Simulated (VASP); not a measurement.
Write the native input for VASP 6.6.1 that does the following.

```
Task                   : single point
Functional             : PBE
Potentials or basis    : VASP PAW PBE potentials, release 64 (Sn_d, O)
Cutoff                 : 520 eV
k mesh                 : 6 × 6 × 6
Occupations            : gaussian, width 0.05 eV
Spin                   : no spin polarisation
Dipole correction      : no
Further INCAR settings : ALGO = Normal; EDIFF = 1e-06; NBANDS = 64
```

The structure of SnO2 lies in POSCAR:

```
SnO2
1.0
    4.4899054259      0.0000000000      0.0000000000
    0.0000000000      5.5686502773      0.0000000000
    0.0000000000      0.0000000000      4.9727403394
Sn O
4 8
Direct
    0.5000000000      0.6651654903      0.7500000000
    0.0000000000      0.8348345097      0.2500000000
    0.5000000000      0.3348345097      0.2500000000
    0.0000000000      0.1651654903      0.7500000000
    0.7301204269      0.6070551965      0.0781681516
    0.2301204269      0.8929448035      0.9218318484
    0.7698795731      0.8929448035      0.5781681516
    0.2698795731      0.6070551965      0.4218318484
    0.7301204269      0.3929448035      0.5781681516
    0.2301204269      0.1070551965      0.4218318484
    0.7698795731      0.1070551965      0.0781681516
    0.2698795731      0.3929448035      0.9218318484
```

These files were run (other wordings do the same):

INCAR

```
SYSTEM = SnO2
PREC = Accurate ; ENCUT = 520
EDIFF = 1E-6 ; ISMEAR = 0
SIGMA = 0.05 ; LREAL = .False.
LASPH = .True. ; NELM = 100
ALGO = Normal ; ISIF = 2
LWAVE = .False. ; LCHARG = .False.
GGA = PE ; NBANDS = 64
```

KPOINTS

```
Automatic mesh
0
Gamma
  6 6 6
  0 0 0
```

Potentials or basis: VASP PAW PBE potentials, release 64 (Sn_d, O).

Run with:

```console
$ cat potpaw_PBE.64/Sn_d/POTCAR potpaw_PBE.64/O/POTCAR > POTCAR
$ mpirun -np 1 vasp_std > vasp.out
```

It gave:

| Item | Value |
| --- | --- |
| Pressure | 49.9 GPa |
| Largest force | 0.873 eV/Å |
| Band gap on the k mesh | 3.10 eV |

Caveat: the cell stands under pressure; spin-orbit coupling is left out, which moves the levels of the heavy elements.

Wall time 14 min on 1 thread of Intel Xeon 8259CL (shared host), peak memory 0.48 GiB.
